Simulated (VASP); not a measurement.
Sr, 1 atom in the cell. Symmetry: I4/mmm, No. 139, tetragonal system. The conventional cell has a = 4.462 Å, b = 4.462 Å, c = 5.238 Å, α = 90.00°, β = 90.00°, γ = 90.00°. Sr (site symmetry 4/mmm) has 14 Sr at 4.10 to 5.24 Å within 5.4 Å.  This cell differs from its parent crystal: strain -0.080 along x and y, +0.080 along z.

- Program: VASP 6.6.1
- Task: single point
- Functional: PBE
- Potentials or basis: VASP PAW PBE potentials, release 64 (Sr_sv)
- Cutoff: 520 eV
- k mesh: 14 × 14 × 14
- Occupations: gaussian, width 0.15 eV
- Spin: no spin polarisation
- Dipole correction: no
- Further INCAR settings: ALGO = Fast; EDIFF = 1e-06; NBANDS = 11

Potentials or basis: VASP PAW PBE potentials, release 64 (Sr_sv).

Command:

```console
$ cat potpaw_PBE.64/Sr_sv/POTCAR > POTCAR
$ mpirun -np 1 vasp_std > vasp.out
```

Hardware: 1 thread of AMD EPYC 7R13 Processor (Zen 3) (shared host).

Problem. Estimate the wall time of this run.

Solution. It took 78 s on 1 thread of AMD EPYC 7R13 Processor (Zen 3), with other jobs on the host, peak memory 0.24 GiB. Counts: scf iterations 12, k points 244.
